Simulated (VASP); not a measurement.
Wanted: the native input for a VASP 6.6.1 run.

```
Task                   : single point
Functional             : r2SCAN
Potentials or basis    : VASP PAW PBE potentials, release 64 (Mg, Sb, Cs_sv)
Cutoff                 : 660 eV
k mesh                 : 4 × 4 × 3
Occupations            : fermi-dirac, width 0.1 eV
Spin                   : no spin polarisation
Dipole correction      : no
Further INCAR settings : ALGO = Normal; EDIFF = 1e-06; NBANDS = 20
```

CsMg2Sb2:

```xyz
5
Lattice="2.4252 4.2006 0.0000 -2.4252 4.2006 0.0000 0.0000 0.0000 8.2365" Properties=species:S:1:pos:R:3 pbc="T T T"
Mg   -0.0002    2.8005    5.1454
Mg    0.0002    5.6006    3.0912
Sb   -0.0002    2.8005    2.2074
Sb    0.0002    5.6006    6.0291
Cs    0.0000    0.0000    0.0000
```

The input as run:

POSCAR

```
CsMg2Sb2
1.0
    2.4251960000      4.2005610000      0.0000000000
   -2.4251960000      4.2005610000      0.0000000000
    0.0000000000      0.0000000000      8.2365140000
Mg Sb Cs
2 2 1
Direct
    0.3333000000      0.3334000000      0.6247000000
    0.6667000000      0.6666000000      0.3753000000
    0.3333000000      0.3334000000      0.2680000000
    0.6667000000      0.6666000000      0.7320000000
    0.0000000000      0.0000000000      0.0000000000
```

INCAR.step1

```
  PREC = Accurate
  ENCUT = 660
  ISMEAR = -1
  SIGMA = 0.1
  LREAL = False
  LASPH = True
  NELM = 120
  NBANDS = 20
  GGA = PE
  ALGO = Normal
  EDIFF = 1E-5
  LWAVE = True
  LCHARG = False
  GGA_COMPAT = False
```

INCAR.step2

```
  PREC = Accurate
  ENCUT = 660
  EDIFF = 1E-6
  ISMEAR = -1
  SIGMA = 0.1
  LREAL = False
  LASPH = True
  NELM = 120
  ALGO = Normal
  ISIF = 2
  LWAVE = False
  LCHARG = True
  METAGGA = R2SCAN
  LMIXTAU = True
  LELF = True
  LVHAR = True
  NBANDS = 20
  ISTART = 1
  GGA_COMPAT = False
```

KPOINTS

```
Automatic mesh
0
Gamma
  4 4 3
```

Potentials or basis: VASP PAW PBE potentials, release 64 (Mg, Sb, Cs_sv).

Launch:

```console
$ cat potpaw_PBE.64/Mg/POTCAR potpaw_PBE.64/Sb/POTCAR potpaw_PBE.64/Cs_sv/POTCAR > POTCAR
$ cp INCAR.step1 INCAR
$ mpirun -np 1 vasp_std > vasp.out
$ cp INCAR.step2 INCAR
$ mpirun -np 1 vasp_std > vasp.out
```

Results of the run:

The pressure is 1.7 GPa and the largest force is 0.911 eV/Å. The band gap on the k mesh is zero (an odd number of electrons rules out a gap without spin polarisation).

Caveat: the k points lie up to 0.37 Å⁻¹ apart, too coarse for converged energies and pressures of a metal; the PAW data sets were made with another functional, which shifts forces and pressure a little; spin-orbit coupling is left out, which moves the levels of the heavy elements.

It took 11 min on 1 thread of Intel Xeon 8259CL, on a shared host, peak memory 0.45 GiB.
